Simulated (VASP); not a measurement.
# AlRu (Amm2) in VASP: notebook

AlRu is run at these levels: PBE; tasks: single point.

All numbers are computed with VASP 6.6.1; they aren't measurements. Logs are shortened: lines on timing, memory, paths and dates and some standing lists are left out, and cuts for length are marked.

## Step 1: The cell of the first run

It takes space group Amm2 (No. 38, orthorhombic). The conventional cell has a = 2.992 Å, b = 4.231 Å, c = 4.231 Å, α = 90.00°, β = 90.00°, γ = 90.00°. Within 2.8 Å of Al (site symmetry mm2) lie 6 Ru at 2.13 to 2.66 Å. Ru (site symmetry mm2) has 6 Al at 2.13 to 2.66 Å within 2.8 Å.

## Step 2: Single point, PBE (atom 1 (Al) moved by (-0.600, +0.000) A along [1 1 0] and z)

INCAR

```
SYSTEM = AlRu
ALGO = Fast ; EDIFF = 1E-6
ENCUT = 520 ; GGA = PE
ISIF = 2 ; ISMEAR = 0
LASPH = .True. ; LCHARG = .False.
LREAL = .False. ; LWAVE = .False.
NBANDS = 16 ; NELM = 100
PREC = Accurate ; SIGMA = 0.15
```

KPOINTS

```
k-points
0
Gamma
  16 16 16
  0 0 0
```

POSCAR

```
AlRu
1.0
    2.9916000000      0.0000000000      0.0000000000
    0.0000000000      2.9916000000      0.0000000000
    0.0000000000      0.0000000000      2.9916000000
Al Ru
1 1
Direct
   -0.1418184479     -0.1418184479      0.0000000000
    0.5000000000      0.5000000000      0.5000000000
```

Potentials or basis: VASP PAW PBE potentials, release 64 (Al, Ru_pv).

Launch:

```console
cat potpaw_PBE.64/Al/POTCAR potpaw_PBE.64/Ru_pv/POTCAR > POTCAR
mpirun -np 1 vasp_std > vasp.out
```

OUTCAR:

```text
SYSTEM = AlRu
   EDIFF = 1E-6
   ENCUT = 520
   GGA = PE
   ISIF = 2
   ISMEAR = 0
   LASPH = .True.
   LREAL = .False.
   NELM = 100
   PREC = Accurate

 ion  position               nearest neighbor table
   1  0.858  0.858  0.000-   2 2.13   2 2.13   2 2.66   2 2.66   2 2.66   2 2.66   2 3.10   2 3.10

   2  0.500  0.500  0.500-   1 2.13   1 2.13   1 2.66   1 2.66   1 2.66   1 2.66   1 3.10   1 3.10

  LATTYP: Found a simple cubic cell.
 ALAT       =     2.9916000000

  Lattice vectors:

 A1 = (   2.9916000000,   0.0000000000,   0.0000000000)
 A2 = (   0.0000000000,   2.9916000000,   0.0000000000)
 A3 = (   0.0000000000,   0.0000000000,   2.9916000000)

Analysis of symmetry for initial positions (statically):
=====================================================================
 Subroutine PRICEL returns:
 Original cell was already a primitive cell.

 Routine SETGRP: Setting up the symmetry group for a
 simple cubic supercell.

 Subroutine GETGRP returns: Found  4 space group operations
 (whereof  4 operations were pure point group operations)
 out of a pool of 48 trial point group operations.

The static configuration has the point symmetry C_2v.

Analysis of symmetry for dynamics (positions and initial velocities):
=====================================================================
 Subroutine PRICEL returns:
 Original cell was already a primitive cell.

 Routine SETGRP: Setting up the symmetry group for a
 simple cubic supercell.

 Subroutine GETGRP returns: Found  4 space group operations
 (whereof  4 operations were pure point group operations)
 out of a pool of 48 trial point group operations.

The dynamic configuration has the point symmetry C_2v.

 Subroutine INISYM returns: Found  4 space group operations
 (whereof  4 operations are pure point group operations),
 and found     1 'primitive' translations

----------------------------------------------------------------------------------------

                                     Primitive cell

  volume of cell :      26.7738

  direct lattice vectors                    reciprocal lattice vectors
     2.991600000  0.000000000  0.000000000     0.334269287  0.000000000  0.000000000
     0.000000000  2.991600000  0.000000000     0.000000000  0.334269287  0.000000000
     0.000000000  0.000000000  2.991600000     0.000000000  0.000000000  0.334269287

  length of vectors
     2.991600000  2.991600000  2.991600000     0.334269287  0.334269287  0.334269287

  position of ions in fractional coordinates (direct lattice)
     0.858181552  0.858181552  0.000000000
     0.500000000  0.500000000  0.500000000

  ion indices of the primitive-cell ions
   primitive index   ion index
                 1           1
                 2           2

----------------------------------------------------------------------------------------

 KPOINTS: k-points

Automatic generation of k-mesh.
 Grid dimensions read from file:
 generate k-points for:   16   16   16

 Generating k-lattice:

  Cartesian coordinates                     Fractional coordinates (reciprocal lattice)
     0.020891830  0.000000000  0.000000000     0.062500000  0.000000000  0.000000000
     0.000000000  0.020891830  0.000000000     0.000000000  0.062500000  0.000000000
     0.000000000  0.000000000  0.020891830     0.000000000  0.000000000  0.062500000

  Length of vectors
     0.020891830  0.020891830  0.020891830

  Shift w.r.t. Gamma in fractional coordinates (k-lattice)
     0.000000000  0.000000000  0.000000000

 Subroutine IBZKPT returns following result:
 ===========================================

 Found    657 irreducible k-points:

 Following reciprocal coordinates:
            Coordinates               Weight
  0.000000  0.000000  0.000000      1.000000
  0.062500  0.000000  0.000000      4.000000
  0.000000  0.000000  0.062500      2.000000
  0.125000  0.000000  0.000000      4.000000
  0.000000  0.000000  0.125000      2.000000
  0.187500  0.000000  0.000000      4.000000
[... 16 lines left out ...]
  0.062500  0.000000  0.125000      8.000000
 -0.062500  0.125000  0.000000      4.000000
 [... further k-points ...]
   k-points           NKPTS =    657   k-points in BZ     NKDIM =    657   number of bands    NBANDS=     16
   number of dos      NEDOS =    301   number of ions     NIONS =      2
   total plane-waves  NPLWV =  13824
   dimension x,y,z NGX =    24 NGY =   24 NGZ =   24
   dimension x,y,z NGXF=    48 NGYF=   48 NGZF=   48
   ions per type =               1   1
   NGX,Y,Z   is equivalent  to a cutoff of  13.34, 13.34, 13.34 a.u.
   NGXF,Y,Z  is equivalent  to a cutoff of  26.67, 26.67, 26.67 a.u.
 SYSTEM =  AlRu
   PREC   = accura    normal or accurate (medium, high low for compatibility)
   ISTART =      0    job   : 0-new  1-cont  2-samecut
   ICHARG =      2    charge: 1-file 2-atom 10-const
   ISPIN  =      1    spin polarized calculation?
   LNONCOLLINEAR =      F non collinear calculations
   LSORBIT =      F    spin-orbit coupling
   LASPH  =      T    aspherical Exc in radial PAW
   ENCUT  =  520.0 eV  38.22 Ry    6.18 a.u.   5.56  5.56  5.56*2*pi/ulx,y,z
   NELM   =    100;   NELMIN=  2; NELMDL= -5     # of ELM steps
   EDIFF  = 0.1E-05   stopping-criterion for ELM
   LREAL  =      F    real-space projection
   EDIFFG = 0.1E-04   stopping-criterion for IOM
   NSW    =      0    number of steps for IOM
   IBRION =     -1    ionic relax: 0-MD 1-quasi-New 2-CG
   NFREE  =      0    steps in history (QN), initial steepest desc. (CG)
   ISIF   =      2    stress and relaxation
   ISYM   =      2    0-nonsym 1-usesym 2-fastsym
   POTIM  = 0.5000    time-step for ionic-motion
   TEBEG  =    0.0;   TEEND  =   0.0 temperature during run
   PSTRESS=    0.0 pullay stress
   NELECT =      17.0000    total number of electrons
   NUPDOWN=      -1.0000    fix difference up-down
   EMIN   =  10.00;   EMAX   =-10.00  energy-range for DOS
   EFERMI =   0.00;   METHOD = LEGACY
   ISMEAR =     0;   SIGMA  =   0.15  broadening in eV -4-tet -1-fermi 0-gaus
   EFERMI_NEDOS =   21; number of points for ismear=-14 and -15
   IALGO  =     68    algorithm
   IMIX   =      4    mixing-type and parameters
     AMIX     =   0.40;   BMIX     =  1.00
     AMIX_MAG =   1.60;   BMIX_MAG =  1.00
  volume/ion in A,a.u.               =      13.39        90.34
  Fermi-wavevector in a.u.,A,eV,Ry     =   1.407087  2.659009 26.938090  1.979894
  Thomas-Fermi vector in A             =   2.529382
   LORBIT       =      0    0 simple, 1 ext, 2 COOP (PROOUT), +10 PAW based schemes
   GGA     = PE    functional components
   LHFCALC =     F    Hartree Fock is set to
   AEXX    =    0.0000 exact exchange contribution
   IVDW    =     0    specifies the selected vdW correction
   LEPSILON=     F    determine dielectric tensor
   LRPA    =     F    only Hartree local field effects (RPA)
 non-spin polarized calculation
 RMM-DIIS sequential band-by-band and
 Gauss-broadening in eV      SIGMA  =   0.15
  energy-cutoff  :      520.00
  volume of cell :       26.77
 maximum number of plane-waves:       739
 NGX is ok and might be reduce to    24
   NGX = 11   NGY = 11   NGZ = 11

 number of electron      16.9999995 magnetization

 Free energy of the ion-electron system (eV)
  ---------------------------------------------------
  ext. energy  EPLUGINS =         0.00000000
  ---------------------------------------------------
  free energy    TOTEN  =       -12.50746103 eV

  energy without entropy =      -12.48784466  energy(sigma->0) =      -12.49765285

 E-fermi :  10.5372     XC(G=0): -12.4574

 val. band max:       10.5342533131   @ k =   0.3125   0.1875   0.4375
 cond. band min:      10.5386319459   @ k =  -0.0625   0.3750   0.0625
 fundamental gap:      0.0043786328
 Fermi energy:        10.5371781982

 k-point     1 :       0.0000    0.0000    0.0000
  band No.  band energies     occupation
      1     -31.1535      2.00000
      2     -31.1519      2.00000
      3     -31.0234      2.00000
      4       1.1635      2.00000
      5       6.6263      2.00000
      6       6.8517      2.00000
[... 8 lines left out ...]
     15      23.0762      0.00000
     16      24.3077      0.00000

 k-point     2 :       0.0625    0.0000    0.0000
  band No.  band energies     occupation
      1     -31.1558      2.00000
      2     -31.1529      2.00000
      3     -31.0269      2.00000
      4       1.2374      2.00000
      5       6.6494      2.00000
      6       6.8828      2.00000
[... 8 lines left out ...]
     15      23.0767      0.00000
     16      24.4699      0.00000

 k-point     3 :       0.0000    0.0000    0.0625
  band No.  band energies     occupation
      1     -31.1622      2.00000
      2     -31.1511      2.00000
      3     -31.0226      2.00000
      4       1.2415      2.00000
      5       6.6652      2.00000
      6       6.8752      2.00000
[... 8 lines left out ...]
     15      23.0771      0.00000
     16      24.6665      0.00000

 k-point     4 :       0.1250    0.0000    0.0000
  band No.  band energies     occupation
      1     -31.1686      2.00000
      2     -31.1509      2.00000
      3     -31.0355      2.00000
      4       1.4559      2.00000
      5       6.7130      2.00000
      6       6.9652      2.00000
[... 8 lines left out ...]
     15      23.0813      0.00000
     16      25.1413      0.00000
[... 324 lines left out ...]
 k-point    22 :       0.0000    0.1250    0.0625
  band No.  band energies     occupation
      1     -31.1681      2.00000
      2     -31.1593      2.00000
      3     -31.0347      2.00000
      4       1.5322      2.00000
      5       6.7560      2.00000
      6       6.9881      2.00000
[... 8 lines left out ...]
     15      23.0958      0.00000
     16      25.2510      0.00000

 k-point    23 :       0.0625    0.0000    0.1250
  band No.  band energies     occupation
      1     -31.1859      2.00000
      2     -31.1531      2.00000
      3     -31.0241      2.00000
      4       1.5444      2.00000
      5       6.7947      2.00000
      6       6.9744      2.00000
[... 8 lines left out ...]
     15      23.0784      0.00000
     16      25.6524      0.00000

 k-point    24 :      -0.0625    0.1250    0.0000
  band No.  band energies     occupation
      1     -31.1707      2.00000
      2     -31.1502      2.00000
      3     -31.0407      2.00000
      4       1.5268      2.00000
      5       6.7232      2.00000
      6       7.0078      2.00000
[... 8 lines left out ...]
     15      23.0797      0.00000
     16      25.2326      0.00000

 [... further k-points ...]

------------------------ aborting loop because EDIFF is reached ----------------------------------------

  FORCE on cell =-STRESS in cart. coord.  units (eV):
  Direction    XX          YY          ZZ          XY          YZ          ZX
  --------------------------------------------------------------------------------------
  -------------------------------------------------------------------------------------
  Total        3.9336992      3.9336992      8.2935002      4.3214678      0.0000000      0.0000000
  in kB      235.3971241    235.3971241    496.2926802    258.6016506      0.0000000      0.0000000
  external PRESSURE =     322.3623095 kB  Pullay stress =       0.0000000 kB

 VOLUME and BASIS-vectors are now :
 -----------------------------------------------------------------------------
  energy-cutoff  :      520.00
  volume of cell :       26.77
      direct lattice vectors                 reciprocal lattice vectors
     2.991600000  0.000000000  0.000000000     0.334269287  0.000000000  0.000000000
     0.000000000  2.991600000  0.000000000     0.000000000  0.334269287  0.000000000
     0.000000000  0.000000000  2.991600000     0.000000000  0.000000000  0.334269287

 POSITION                                       TOTAL-FORCE (eV/Angst)
 -----------------------------------------------------------------------------------
      2.56734      2.56734      0.00000         4.945572      4.945572      0.000000
      1.49580      1.49580      1.49580        -4.945572     -4.945572      0.000000
 -----------------------------------------------------------------------------------
    total drift:                                0.000282      0.000282     -0.000000

  FREE ENERGIE OF THE ION-ELECTRON SYSTEM (eV)
  ---------------------------------------------------
  free  energy   TOTEN  =       -12.5074610320 eV

  energy  without entropy=      -12.4878446591  energy(sigma->0) =      -12.49765285
```

Run time: 87 s. Hardware: 1 thread of Intel Xeon Platinum 8559C (Emerald Rapids), shared host; peak memory 0.36 GiB.

What came out:

```
Free energy   : -12.5075 eV
Pressure      : 32.2 GPa
Largest force : 6.994 eV/Å
```

Forces in eV/Å, atoms in the order of the input:
```
Al   4.946  4.946  0.000
Ru  -4.946 -4.946  0.000
```

Levels at points of the mesh, in eV from the Fermi level:
```tsv
k point	band 6	band 7	band 8	band 9	band 10	band 11	band 12	band 13
(0.00, 0.00, 0.00)	-3.69	-0.43	0.22	0.33	6.30	6.67	7.41	11.48
(0.50, 0.00, 0.00)	-3.17	-1.83	-1.36	0.17	2.44	8.18	10.97	11.26
(0.00, 0.00, 0.50)	-2.98	-1.76	-1.64	0.39	2.11	7.63	10.47	12.42
(0.50, 0.50, 0.00)	-1.70	-1.21	-1.13	-0.34	1.53	5.22	6.25	11.52
(0.00, 0.50, 0.50)	-1.82	-1.46	-0.52	-0.08	1.44	5.33	5.64	12.26
(0.50, 0.50, 0.50)	-4.26	1.51	1.61	2.17	4.20	4.32	4.43	8.80
```

Caveat: the cell differs from its parent crystal (atom 1 (Al) moved by (-0.600, +0.000) A along [1 1 0] and z); forces of over 1 eV/Å act on the atoms, so gaps and moduli don't describe the material at rest.

## Step 3: Single point, PBE (atom 1 (Al) moved by (-0.300, +0.000) A along [1 1 0] and z)

INCAR

```
ALGO = Fast
EDIFF = 1E-6
ENCUT = 520
GGA = PE
ISIF = 2
ISMEAR = 0
LASPH = True
LCHARG = False
LREAL = False
LWAVE = False
NBANDS = 16
NELM = 80
PREC = Accurate
SIGMA = 0.15
```

KPOINTS

```
k-points
0
Gamma
  16 16 16
```

Changes to POSCAR since step 2:

```diff
@@ -8,3 +8,3 @@
 Direct
-   -0.1418184479     -0.1418184479      0.0000000000
+   -0.0709092239     -0.0709092239      0.0000000000
     0.5000000000      0.5000000000      0.5000000000
```

Potentials or basis: VASP PAW PBE potentials, release 64 (Al, Ru_pv).

Launch:

```console
cat potpaw_PBE.64/Al/POTCAR potpaw_PBE.64/Ru_pv/POTCAR > POTCAR
mpirun -np 1 vasp_std > vasp.out
```

Wall time 80 s (1 thread of Intel Xeon Platinum 8559C (Emerald Rapids), shared host); peak memory 0.36 GiB.

The run converged. Its results:

* Free energy: -13.8904 eV
* Pressure: 9.7 GPa
* Largest force: 2.638 eV/Å

Forces in eV/Å, atoms in the order of the input:
```
Al   1.865  1.865  0.000
Ru  -1.865 -1.865  0.000
```

Stress tensor (GPa, compression positive):
```
 8.25  6.94  0.00
 6.94  8.25  0.00
 0.00  0.00 12.53
```

Levels at points of the mesh, in eV from the Fermi level:
| k point | band 5 | band 6 | band 7 | band 8 | band 9 | band 10 | band 11 | band 12 | band 13 | band 14 |
| --- | --- | --- | --- | --- | --- | --- | --- | --- | --- | --- |
| (0.00, 0.00, 0.00) | -3.65 | -3.61 | 0.01 | 0.18 | 0.23 | 6.13 | 6.23 | 6.43 | 11.12 | 11.19 |
| (0.50, 0.00, 0.00) | -5.29 | -2.88 | -1.66 | -1.54 | 0.35 | 2.33 | 7.63 | 11.07 | 11.13 | 12.08 |
| (0.00, 0.00, 0.50) | -5.43 | -2.84 | -1.66 | -1.61 | 0.40 | 2.26 | 7.49 | 11.40 | 11.44 | 11.54 |
| (0.50, 0.50, 0.00) | -3.31 | -1.33 | -1.32 | -1.15 | -1.04 | 1.53 | 5.36 | 6.12 | 10.84 | 12.22 |
| (0.00, 0.50, 0.50) | -3.12 | -1.65 | -1.53 | -0.85 | -0.74 | 1.52 | 5.31 | 6.00 | 11.19 | 12.22 |
| (0.50, 0.50, 0.50) | -4.62 | -4.54 | 1.61 | 1.62 | 2.46 | 4.07 | 4.17 | 4.21 | 8.60 | 8.67 |

Caveat: the cell differs from its parent crystal (atom 1 (Al) moved by (-0.300, +0.000) A along [1 1 0] and z); forces of over 1 eV/Å act on the atoms, so gaps and moduli don't describe the material at rest.
